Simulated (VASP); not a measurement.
# MoS2 in VASP: a series of runs

MoS2 is run at these levels: HSE06, LDA; tasks: single point.

Program: VASP 6.6.1. These are calculated values, not measurements. Logs are shortened: lines on timing, memory, paths and dates and some standing lists are left out, and cuts for length are marked.

## 1. The cell of the first run

The cell holds a slab with vacuum, 3 atoms: a = 3.184 Å, b = 3.184 Å, c = 17.335 Å, α = 90.00°, β = 90.00°, γ = 120.00°.

## 2. Single point, HSE06

The input, POSCAR:

```
MoS2
1.0
    3.1841260822      0.0000000000      0.0000000000
   -1.5920630411      2.7575340760      0.0000000000
    0.0000000000      0.0000000000     17.3345999500
Mo S
1 2
Direct
    0.0000000000      0.0000000000      0.0000000000
    0.3333333333      0.6666666667      0.9105070200
    0.3333333333      0.6666666667      0.0894929800
```

The input, INCAR.step1:

```
SYSTEM = MoS2
PREC = Accurate
ENCUT = 520
EDIFF = 1E-5
ISMEAR = 0
SIGMA = 0.01
LREAL = .False.
LASPH = .True.
NELM = 100
ALGO = Normal
ISIF = 2
LWAVE = .True.
LCHARG = .False.
NBANDS = 20
GGA = PE
KPAR = 4
```

The input, INCAR.step2:

```
SYSTEM = MoS2
PREC = Accurate
ENCUT = 520
EDIFF = 1E-6
ISMEAR = 0
SIGMA = 0.01
LREAL = .False.
LASPH = .True.
NELM = 100
ALGO = Normal
ISIF = 2
LWAVE = .False.
LCHARG = .False.
GGA = PE
LHFCALC = .True.
HFSCREEN = 0.2079
PRECFOCK = Normal
NBANDS = 20
ISTART = 1
KPAR = 4
```

The input, KPOINTS:

```
Automatic mesh
0
Gamma
  6 6 2
  0 0 0
```

Potentials or basis: VASP PAW PBE potentials, release 64 (Mo_sv, S).

Run with:

```sh
$ cat potpaw_PBE.64/Mo_sv/POTCAR potpaw_PBE.64/S/POTCAR > POTCAR
$ cp INCAR.step1 INCAR
$ mpirun -np 4 vasp_std > vasp.out
$ cp INCAR.step2 INCAR
$ mpirun -np 4 vasp_std > vasp.out
```

OUTCAR:

```text
SYSTEM = MoS2
   PREC = Accurate
   ENCUT = 520
   EDIFF = 1E-6
   ISMEAR = 0
   LREAL = .False.
   LASPH = .True.
   NELM = 100
   ISIF = 2
   GGA = PE
   LHFCALC = .True.
   HFSCREEN = 0.2079
   PRECFOCK = Normal
   ISTART = 1

 ion  position               nearest neighbor table
   1  0.000  0.000  0.000-   2 2.41   3 2.41   2 2.41   3 2.41   2 2.41   3 2.41
   2  0.333  0.667  0.911-   1 2.41   1 2.41   1 2.41
   3  0.333  0.667  0.089-   1 2.41   1 2.41   1 2.41

  LATTYP: Found a hexagonal cell.
 ALAT       =     3.1841260822
 C/A-ratio  =     5.4440683260

  Lattice vectors:

 A1 = (   3.1841260822,   0.0000000000,   0.0000000000)
 A2 = (  -1.5920630411,   2.7575340760,   0.0000000000)
 A3 = (   0.0000000000,   0.0000000000,  17.3345999500)

Analysis of symmetry for initial positions (statically):
=====================================================================
 Subroutine PRICEL returns:
 Original cell was already a primitive cell.

 Routine SETGRP: Setting up the symmetry group for a
 hexagonal supercell.

 Subroutine GETGRP returns: Found 12 space group operations
 (whereof 12 operations were pure point group operations)
 out of a pool of 24 trial point group operations.

The static configuration has the point symmetry D_3h.

Analysis of symmetry for dynamics (positions and initial velocities):
=====================================================================
 Subroutine PRICEL returns:
 Original cell was already a primitive cell.

 Routine SETGRP: Setting up the symmetry group for a
 hexagonal supercell.

 Subroutine GETGRP returns: Found 12 space group operations
 (whereof 12 operations were pure point group operations)
 out of a pool of 24 trial point group operations.

The dynamic configuration has the point symmetry D_3h.

 Subroutine INISYM returns: Found 12 space group operations
 (whereof 12 operations are pure point group operations),
 and found     1 'primitive' translations

----------------------------------------------------------------------------------------

                                     Primitive cell

  volume of cell :     152.2036

  direct lattice vectors                    reciprocal lattice vectors
     3.184126082  0.000000000  0.000000000     0.314057915  0.181321422  0.000000000
    -1.592063041  2.757534076  0.000000000     0.000000000  0.362642844  0.000000000
     0.000000000  0.000000000 17.334599950     0.000000000  0.000000000  0.057688092

[... 80 lines left out ...]
   ISIF   =      2    stress and relaxation
   ISYM   =      3    0-nonsym 1-usesym 2-fastsym
   POTIM  = 0.5000    time-step for ionic-motion
   TEBEG  =    0.0;   TEEND  =   0.0 temperature during run
   PSTRESS=    0.0 pullay stress
   NELECT =      26.0000    total number of electrons
   NUPDOWN=      -1.0000    fix difference up-down
   EMIN   =  10.00;   EMAX   =-10.00  energy-range for DOS
   EFERMI =   0.00;   METHOD = LEGACY
   ISMEAR =     0;   SIGMA  =   0.01  broadening in eV -4-tet -1-fermi 0-gaus
   EFERMI_NEDOS =   21; number of points for ismear=-14 and -15
   IALGO  =     38    algorithm
   IMIX   =      1    mixing-type and parameters
     AMIX     =   0.40;   BMIX     =  1.00
     AMIX_MAG =   1.60;   BMIX_MAG =  1.00
  volume/ion in A,a.u.               =      50.73       342.37
  Fermi-wavevector in a.u.,A,eV,Ry     =   0.908359  1.716550 11.226391  0.825116
  Thomas-Fermi vector in A             =   2.032276
   LORBIT       =      0    0 simple, 1 ext, 2 COOP (PROOUT), +10 PAW based schemes
   GGA     = PE    functional components
   LHFCALC =     T    Hartree Fock is set to
   PRECFOCK=normal    Normal, Fast or Accurate (Low or Medium for compatibility)
   ENCUT4O =  -1.0   cutoff for four orbital integrals eV
   NKREDX  =     1    reduce k-point grid by
   NKREDY  =     1    reduce k-point grid by
   NKREDZ  =     1    reduce k-point grid by
   AEXX    =    0.2500 exact exchange contribution
   HFSCREEN=    0.2079 screening length (either q_TF or 0.3 A-1)
   HFSCREENC=   0.2079 screening length for correlation (either q_TF or 0.3 A-1)
   ENCUTFOCK=  -1.0 apply spherical cutoff to Coloumb kernel
   IVDW    =     0    specifies the selected vdW correction
   LEPSILON=     F    determine dielectric tensor
   LRPA    =     F    only Hartree local field effects (RPA)
 non-spin polarized calculation
 Gauss-broadening in eV      SIGMA  =   0.01
  energy-cutoff  :      520.00
  volume of cell :      152.20
 maximum number of plane-waves:      4124
 NGX is ok and might be reduce to    24
  NGX = 18; NGY = 18; NGZ = 98

 number of electron      25.9999999 magnetization

 Free energy of the ion-electron system (eV)
  ---------------------------------------------------
  ext. energy  EPLUGINS =         0.00000000
  ---------------------------------------------------
  free energy    TOTEN  =       -26.16458502 eV

  energy without entropy =      -26.16458502  energy(sigma->0) =      -26.16458502

 E-fermi :  -1.8095     XC(G=0):  -3.6184

 val. band max:       -1.8591458910   @ k =   0.0000   0.0000   0.0000
 cond. band min:       0.2516895645   @ k =   0.3333   0.3333   0.0000
 fundamental gap:      2.1108354555
 Fermi energy:        -1.8094896116

 k-point     1 :       0.0000    0.0000    0.0000
  band No.  band energies     occupation
      1     -66.7447      2.00000
      2     -39.4674      2.00000
      3     -39.2272      2.00000
      4     -39.2272      2.00000
      5     -17.5685      2.00000
      6     -16.0842      2.00000
[... 311 lines left out ...]
     19       6.7412      0.00000
     20       8.6577      0.00000

------------------------ aborting loop because EDIFF is reached ----------------------------------------

  FORCE on cell =-STRESS in cart. coord.  units (eV):
  Direction    XX          YY          ZZ          XY          YZ          ZX
  --------------------------------------------------------------------------------------
  -------------------------------------------------------------------------------------
  Total       -1.4193670     -1.4193670     -1.0359284      0.0000000      0.0000000      0.0000000
  in kB      -14.9410222    -14.9410222    -10.9047411      0.0000000      0.0000000      0.0000000
  external PRESSURE =     -13.5955952 kB  Pullay stress =       0.0000000 kB

 VOLUME and BASIS-vectors are now :
 -----------------------------------------------------------------------------
  energy-cutoff  :      520.00
  volume of cell :      152.20
      direct lattice vectors                 reciprocal lattice vectors
     3.184126082  0.000000000  0.000000000     0.314057915  0.181321422  0.000000000
    -1.592063041  2.757534076  0.000000000     0.000000000  0.362642844  0.000000000
     0.000000000  0.000000000 17.334599950     0.000000000  0.000000000  0.057688092

 POSITION                                       TOTAL-FORCE (eV/Angst)
 -----------------------------------------------------------------------------------
      0.00000      0.00000      0.00000         0.000000      0.000000      0.000000
     -0.00000      1.83836     15.78327        -0.000000      0.000000      0.322206
     -0.00000      1.83836      1.55133        -0.000000     -0.000000     -0.322206
 -----------------------------------------------------------------------------------
    total drift:                                0.000000     -0.000000     -0.000000

  FREE ENERGIE OF THE ION-ELECTRON SYSTEM (eV)
  ---------------------------------------------------
  free  energy   TOTEN  =       -26.1645850158 eV

  energy  without entropy=      -26.1645850158  energy(sigma->0) =      -26.16458502
```

Wall time 25 min (4 MPI ranks of AMD EPYC 7R43 (Zen 3), shared host); peak memory 0.38 GiB.

Results:

* Free energy: -26.1646 eV
* Largest force: 0.322 eV/Å
* Band gap on the k mesh: 2.11 eV, indirect (the least direct gap lies 4.1 meV higher)

Forces on the atoms (eV/Å):
```
Mo   0.000  0.000  0.000
S    0.000  0.000  0.322
S    0.000  0.000 -0.322
```

Caveat: the PAW data sets were made with another functional, which shifts forces and pressure a little.

## 3. Single point, LDA (volume scaled by 1.06)

The input, INCAR:

```
SYSTEM = MoS2
PREC     = Accurate       ! precision mode
ENCUT    = 520            ! plane-wave cutoff, eV
EDIFF    = 1E-7           ! SCF threshold, eV
ISMEAR   = -1             ! smearing method
SIGMA    = 0.05           ! smearing width, eV
LREAL    = .False.        ! projectors in reciprocal space
LASPH    = .True.         ! aspherical terms in the spheres
NELM     = 80             ! most SCF steps
ALGO     = Normal         ! electronic algorithm
ISIF     = 2              ! what is computed and relaxed
LWAVE    = .False.        ! write WAVECAR
LCHARG   = .False.        ! write CHGCAR
GGA      = CA             ! functional
NBANDS   = 20             ! bands
```

The input, KPOINTS:

```
regular mesh
0
Gamma
  10 10 2
  0 0 0
```

The input, POSCAR:

```
MoS2
1.0
    3.2465757816      0.0000000000      0.0000000000
   -1.6232878908      2.8116171022      0.0000000000
    0.0000000000      0.0000000000     17.6745803806
Mo S
1 2
Direct
    0.0000000000      0.0000000000      0.0000000000
    0.3333333333      0.6666666667      0.9105070200
    0.3333333333      0.6666666667      0.0894929800
```

Potentials or basis: VASP PAW LDA potentials, release 64 (Mo_sv, S).

Run with:

```sh
$ cat potpaw_LDA.64/Mo_sv/POTCAR potpaw_LDA.64/S/POTCAR > POTCAR
$ mpirun -np 1 vasp_std > vasp.out
```

OUTCAR:

```text
SYSTEM = MoS2
   PREC = Accurate
   ENCUT = 520
   EDIFF = 1E-7
   ISMEAR = -1
   LREAL = .False.
   LASPH = .True.
   NELM = 80
   ISIF = 2
   GGA = CA

 ion  position               nearest neighbor table
   1  0.000  0.000  0.000-   2 2.45   3 2.45   2 2.45   3 2.45   2 2.45   3 2.45
   2  0.333  0.667  0.911-   1 2.45   1 2.45   1 2.45
   3  0.333  0.667  0.089-   1 2.45   1 2.45   1 2.45

  LATTYP: Found a hexagonal cell.
 ALAT       =     3.2465757816
 C/A-ratio  =     5.4440683260

  Lattice vectors:

 A1 = (   3.2465757816,   0.0000000000,   0.0000000000)
 A2 = (  -1.6232878908,   2.8116171022,   0.0000000000)
 A3 = (   0.0000000000,   0.0000000000,  17.6745803806)

Analysis of symmetry for initial positions (statically):
=====================================================================
 Subroutine PRICEL returns:
 Original cell was already a primitive cell.

 Routine SETGRP: Setting up the symmetry group for a
 hexagonal supercell.

 Subroutine GETGRP returns: Found 12 space group operations
 (whereof 12 operations were pure point group operations)
[... 157 lines left out ...]
 Free energy of the ion-electron system (eV)
  ---------------------------------------------------
  ext. energy  EPLUGINS =         0.00000000
  ---------------------------------------------------
  free energy    TOTEN  =       -24.13668289 eV

  energy without entropy =      -24.13668287  energy(sigma->0) =      -24.13668288

 E-fermi :  -1.0787     XC(G=0):  -4.3597

 val. band max:       -1.8471596298   @ k =   0.0000   0.0000   0.5000
 cond. band min:      -0.2588521337   @ k =   0.3000   0.3000   0.5000
 fundamental gap:      1.5883074961
 Fermi energy:        -1.0786914336

 k-point     1 :       0.0000    0.0000    0.0000
  band No.  band energies     occupation
      1     -62.4837      2.00000
      2     -36.7759      2.00000
      3     -36.6149      2.00000
      4     -36.6149      2.00000
      5     -15.6161      2.00000
      6     -14.4056      2.00000
[... 541 lines left out ...]
     19       6.3714      0.00000
     20       6.4062      0.00000

 [... further k-points ...]
[... 5 lines left out ...]
  --------------------------------------------------------------------------------------
  -------------------------------------------------------------------------------------
  Total       -4.7513361     -4.7513361     -3.9421612      0.0000000      0.0000000      0.0000000
  in kB      -47.1840814    -47.1840814    -39.1484097      0.0000000      0.0000000      0.0000000
  external PRESSURE =     -44.5055242 kB  Pullay stress =       0.0000000 kB

 VOLUME and BASIS-vectors are now :
 -----------------------------------------------------------------------------
  energy-cutoff  :      520.00
  volume of cell :      161.34
      direct lattice vectors                 reciprocal lattice vectors
     3.246575782  0.000000000  0.000000000     0.308016836  0.177833603  0.000000000
    -1.623287891  2.811617102  0.000000000     0.000000000  0.355667206  0.000000000
     0.000000000  0.000000000 17.674580381     0.000000000  0.000000000  0.056578429

 POSITION                                       TOTAL-FORCE (eV/Angst)
 -----------------------------------------------------------------------------------
      0.00000      0.00000      0.00000         0.000000     -0.000000      0.000000
     -0.00000      1.87441     16.09283         0.000000      0.000000      1.237801
     -0.00000      1.87441      1.58175        -0.000000      0.000000     -1.237801
 -----------------------------------------------------------------------------------
    total drift:                                0.000000     -0.000000     -0.000000

  FREE ENERGIE OF THE ION-ELECTRON SYSTEM (eV)
  ---------------------------------------------------
  free  energy   TOTEN  =       -24.1366828865 eV

  energy  without entropy=      -24.1366828700  energy(sigma->0) =      -24.13668288
```

OSZICAR:

```text
N       E                     dE             d eps       ncg     rms          rms(c)
DAV:   1     0.158704989032E+03    0.15870E+03   -0.11989E+04  1408   0.106E+03
DAV:   2    -0.142207780036E+02   -0.17293E+03   -0.16850E+03  1452   0.258E+02
DAV:   3    -0.255681319025E+02   -0.11347E+02   -0.11209E+02  1412   0.565E+01
[... 16 lines left out ...]
DAV:  20    -0.241366805303E+02   -0.61924E-05   -0.35380E-07  1272   0.247E-03    0.660E-04
DAV:  21    -0.241366825387E+02   -0.20083E-05   -0.10326E-07  1100   0.100E-03    0.129E-04
DAV:  22    -0.241366827616E+02   -0.22293E-06   -0.55389E-09   920   0.210E-04    0.437E-05
DAV:  23    -0.241366828766E+02   -0.11494E-06   -0.34749E-09   880   0.132E-04    0.251E-05
DAV:  24    -0.241366828865E+02   -0.99503E-08   -0.17943E-10   864   0.653E-05
   1 F= -.24136683E+02 E0= -.24136683E+02  d E =-.164615E-07
```

It took 90 s on 1 thread of Intel Xeon Platinum 8488C (Sapphire Rapids), shared host; peak memory 0.26 GiB.

What came out:

| Item | Value |
| --- | --- |
| Free energy | -24.1367 eV |
| Largest force | 1.238 eV/Å |
| Band gap on the k mesh | 1.59 eV, indirect (least direct gap 1.78 eV) |

Forces on the atoms (eV/Å):
```
Mo   0.000  0.000  0.000
S    0.000  0.000  1.238
S    0.000  0.000 -1.238
```

Levels at points of the mesh, in eV from the valence-band top:
```tsv
k point	band 10	band 11	band 12	band 13	band 14	band 15	band 16	band 17
(0.00, 0.00, 0.00)	-1.71	-1.52	-1.52	0.00	2.53	2.53	2.75	2.75
(0.50, 0.00, 0.00)	-3.07	-1.82	-1.04	-0.63	1.99	2.47	3.59	3.99
(0.00, 0.00, 0.50)	-1.71	-1.52	-1.52	0.00	2.53	2.53	2.75	2.75
(0.50, 0.00, 0.50)	-3.07	-1.82	-1.04	-0.63	1.99	2.47	3.59	3.99
```

Caveat: the cell differs from its parent crystal (volume scaled by 1.06).

## 4. Single point, LDA

This run uses another cell than the first one, of 47.69 Å³/atom, 0.940 times its volume.

The input, INCAR:

```
SYSTEM = MoS2
PREC     = Accurate       ! precision mode
ENCUT    = 520            ! plane-wave cutoff, eV
EDIFF    = 1E-6           ! SCF threshold, eV
ISMEAR   = -1             ! smearing method
SIGMA    = 0.05           ! smearing width, eV
LREAL    = .FALSE.        ! projectors in reciprocal space
LASPH    = .TRUE.         ! aspherical terms in the spheres
NELM     = 80             ! most SCF steps
ALGO     = Normal         ! electronic algorithm
ISIF     = 2              ! what is computed and relaxed
LWAVE    = .FALSE.        ! write WAVECAR
LCHARG   = .FALSE.        ! write CHGCAR
NBANDS   = 20             ! bands
```

The input, KPOINTS:

```
Automatic mesh
0
G
  10 10 2
  0 0 0
```

The input, POSCAR:

```
MoS2
1.0
    3.1191256785      0.0000000000      0.0000000000
   -1.5595628393      2.7012420752      0.0000000000
    0.0000000000      0.0000000000     16.9807333112
Mo S
1 2
Direct
    0.0000000000      0.0000000000      0.0000000000
    0.3333333333      0.6666666667      0.9105070200
    0.3333333333      0.6666666667      0.0894929800
```

Run with:

```sh
$ cat potpaw_LDA.64/Mo_sv/POTCAR potpaw_LDA.64/S/POTCAR > POTCAR
$ mpirun -np 1 vasp_std > vasp.out
```

Run time: 72 s. Hardware: 1 thread of Intel Xeon Platinum 8259CL at 2.50GHz (Skylake/Cascade Lake), shared host; peak memory 0.25 GiB.

It converged, with:

```yaml
Free_energy: -24.3427 eV
Largest_force: 0.714 eV/Å
Band_gap_on_the_k_mesh: 1.91 eV, indirect (least direct gap 2.10 eV)
```

Forces in eV/Å, atoms in the order of the input:
```
Mo   0.000  0.000  0.000
S    0.000  0.000 -0.714
S    0.000  0.000  0.714
```

Levels at points of the mesh, in eV from the valence-band top:
```
           k point  band 11  band 12  band 13  band 14  band 15  band 16
(0.00, 0.00, 0.00)    -1.62    -1.62     0.00     2.96     2.96     3.34
(0.50, 0.00, 0.00)    -1.86    -0.95    -0.65     2.43     2.99     4.07
(0.00, 0.00, 0.50)    -1.62    -1.62     0.00     2.96     2.96     3.34
(0.50, 0.00, 0.50)    -1.86    -0.95    -0.65     2.43     2.99     4.07
```

## 5. Single point, LDA

This run uses another cell than the first one, of 48.71 Å³/atom, 0.960 times its volume.

The input, INCAR:

```
PREC = Accurate
ENCUT = 520
EDIFF = 1E-7
ISMEAR = -1
SIGMA = 0.05
LREAL = False
LASPH = True
NELM = 60
ALGO = Normal
ISIF = 2
LWAVE = False
LCHARG = False
NBANDS = 20
```

The input, KPOINTS:

```
regular mesh
0
Gamma
  10 10 2
```

The input, POSCAR:

```
MoS2
1.0
    3.1410920760      0.0000000000      0.0000000000
   -1.5705460380      2.7202655334      0.0000000000
    0.0000000000      0.0000000000     17.1003198802
Mo S
1 2
Direct
    0.0000000000      0.0000000000      0.0000000000
    0.3333333333      0.6666666667      0.9105070200
    0.3333333333      0.6666666667      0.0894929800
```

Run with:

```sh
$ cat potpaw_LDA.64/Mo_sv/POTCAR potpaw_LDA.64/S/POTCAR > POTCAR
$ mpirun -np 1 vasp_std > vasp.out
```

Wall time 79 s (1 thread of Intel Xeon Platinum 8259CL at 2.50GHz (Skylake/Cascade Lake), shared host); peak memory 0.24 GiB.

The run converged. Its results:

```
Free energy            : -24.3582 eV
Largest force          : 0.321 eV/Å
Band gap on the k mesh : 1.85 eV, indirect (least direct gap 2.04 eV)
```

Forces in eV/Å, atoms in the order of the input:
```
Mo   0.000  0.000  0.000
S    0.000  0.000 -0.321
S    0.000  0.000  0.321
```

Levels at points of the mesh, in eV from the valence-band top:
```
           k point  band 11  band 12  band 13  band 14  band 15  band 16
(0.00, 0.00, 0.00)    -1.60    -1.60     0.00     2.88     2.88     3.23
(0.50, 0.00, 0.00)    -1.85    -0.97    -0.65     2.35     2.89     3.99
(0.00, 0.00, 0.50)    -1.60    -1.60     0.00     2.88     2.88     3.23
(0.50, 0.00, 0.50)    -1.85    -0.97    -0.65     2.35     2.89     3.99
```

## 6. Summary

```tsv
level	potentials or basis	cell	k mesh	smearing	grid for exact exchange (PRECFOCK)	screening parameter	gap on the mesh (eV)	largest force (eV/Å)
HSE06	VASP PAW PBE potentials, release 64 (Mo_sv, S)	a = 3.184, b = 3.184, c = 17.335 Å, angles 90.0, 90.0, 120.0°, 3 atoms	6 × 6 × 2	gaussian 0.01 eV	Normal	0.2079 1/Å	2.11	0.32
LDA	VASP PAW LDA potentials, release 64 (Mo_sv, S)	a = 3.247, b = 3.247, c = 17.675 Å, angles 90.0, 90.0, 120.0°, 3 atoms	10 × 10 × 2	fermi-dirac 0.05 eV	-	-	1.59	1.24
LDA	VASP PAW LDA potentials, release 64 (Mo_sv, S)	a = 3.119, b = 3.119, c = 16.981 Å, angles 90.0, 90.0, 120.0°, 3 atoms	10 × 10 × 2	fermi-dirac 0.05 eV	-	-	1.91	0.71
LDA	VASP PAW LDA potentials, release 64 (Mo_sv, S)	a = 3.141, b = 3.141, c = 17.100 Å, angles 90.0, 90.0, 120.0°, 3 atoms	10 × 10 × 2	fermi-dirac 0.05 eV	-	-	1.85	0.32
```

Alike in all rows: task single point; no spin polarisation; cutoff (eV) 520.

Caveats: the PAW data sets were made with another functional, which shifts forces and pressure a little (some runs).

Total energies depend on the potentials used, so only differences within one code and one set of settings carry meaning.
